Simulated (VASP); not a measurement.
Here is a VASP 6.6.1 calculation.

INCAR

```
SYSTEM = KTmTe2
ALGO = Normal
EDIFF = 1E-6
ENCUT = 600
GGA = PE
GGA_COMPAT = .False.
ISIF = 2
ISMEAR = 0
LASPH = .True.
LCHARG = .False.
LMAXMIX = 6
LREAL = .False.
LWAVE = .False.
NBANDS = 30
NELM = 200
PREC = Accurate
SIGMA = 0.1
```

KPOINTS

```
k-points
0
Gamma
  6 6 2
  0 0 0
```

POSCAR

```
KTmTe2
1.0
    4.1381944300      0.0000000000      0.0000000000
   -2.0690972100      3.5837815000      0.0000000000
    0.0000000000      0.0000000000      7.7979506100
K Tm Te
1 1 2
Direct
    0.0000000000      0.0000000000      0.5000000000
    0.0000000000      0.0000000000      0.0000000000
    0.6666666700      0.3333333300      0.7979580200
    0.3333333300      0.6666666700      0.2020419800
```

Potentials or basis: VASP PAW PBE potentials, release 64 (K_sv, Tm, Te).

The run is started by

```sh
$ cat potpaw_PBE.64/K_sv/POTCAR potpaw_PBE.64/Tm/POTCAR potpaw_PBE.64/Te/POTCAR > POTCAR
$ mpirun -np 1 vasp_std > vasp.out
```

(1) Predict the pressure.

(2) Predict the largest force.

(3) Estimate the band gap on the k mesh.

Results:

(1) 11.7 GPa.

(2) 1.311 eV/Å.

(3) zero (band 22 reaches 4.88 eV, above the bottom of band 23 at 3.94 eV).

Caveat: the k points lie up to 0.40 Å⁻¹ apart; spin-orbit coupling is left out, which moves the levels of the heavy elements; without U or exact exchange the open f shell lies at the Fermi level, which spoils levels, moments and volumes; forces of over 1 eV/Å act on the atoms, so gaps and moduli don't describe the material at rest.
